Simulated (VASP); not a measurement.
Set up this calculation in VASP 6.6.1, as the native input.

```
Task                   : single point
Functional             : PBEsol
Potentials or basis    : VASP PAW PBE potentials, release 64 (Hf_pv, O)
Cutoff                 : 520 eV
k mesh                 : 8 × 8 × 8
Occupations            : gaussian, width 0.05 eV
Spin                   : no spin polarisation
Dipole correction      : no
Further INCAR settings : ALGO = Normal; EDIFF = 1e-07; NBANDS = 18
```

The structure of HfO2 lies in POSCAR:

```
HfO2
1.0
    0.0000000000      2.8132500000      2.5575000000
    2.3017500000      0.0000000000      2.5575000000
    2.3017500000      2.8132500000      0.0000000000
Hf O
1 2
Direct
    0.0000000000      0.0000000000      0.0000000000
    0.2500000000      0.2500000000      0.2500000000
    0.7500000000      0.7500000000      0.7500000000
```

This cell differs from its parent crystal: strain -0.1000 x Voigt [1, -1, 0, 0, 0, 0].

These files were run (other wordings do the same):

INCAR

```
ALGO     = Normal         # electronic algorithm
EDIFF    = 1E-7           # SCF threshold, eV
ENCUT    = 520            # plane-wave cutoff, eV
GGA      = PS             # functional
ISIF     = 2              # what is computed and relaxed
ISMEAR   = 0              # smearing method
LASPH    = T              # aspherical terms in the spheres
LCHARG   = F              # write CHGCAR
LREAL    = F              # projectors in reciprocal space
LWAVE    = F              # write WAVECAR
NBANDS   = 18             # bands
NELM     = 100            # most SCF steps
PREC     = Accurate       # precision mode
SIGMA    = 0.05           # smearing width, eV
```

KPOINTS

```
k-points
0
Gamma
  8 8 8
```

Potentials or basis: VASP PAW PBE potentials, release 64 (Hf_pv, O).

The run is started by

```bash
$ cat potpaw_PBE.64/Hf_pv/POTCAR potpaw_PBE.64/O/POTCAR > POTCAR
$ mpirun -np 1 vasp_std > vasp.out
```

It gave:

```json
{
  "Pressure": "-9.7 GPa",
  "Band gap on the k mesh": "0.72 eV, indirect (least direct gap 1.13 eV)"
}
```

Caveat: the cell differs from its parent crystal (strain -0.1000 x Voigt [1, -1, 0, 0, 0, 0]); the PAW data sets were made with another functional, which shifts forces and pressure a little; spin-orbit coupling is left out, which moves the levels of the heavy elements.

Run time: 75 s on 1 thread of AMD EPYC 7R13, on a shared host, peak memory 0.17 GiB.
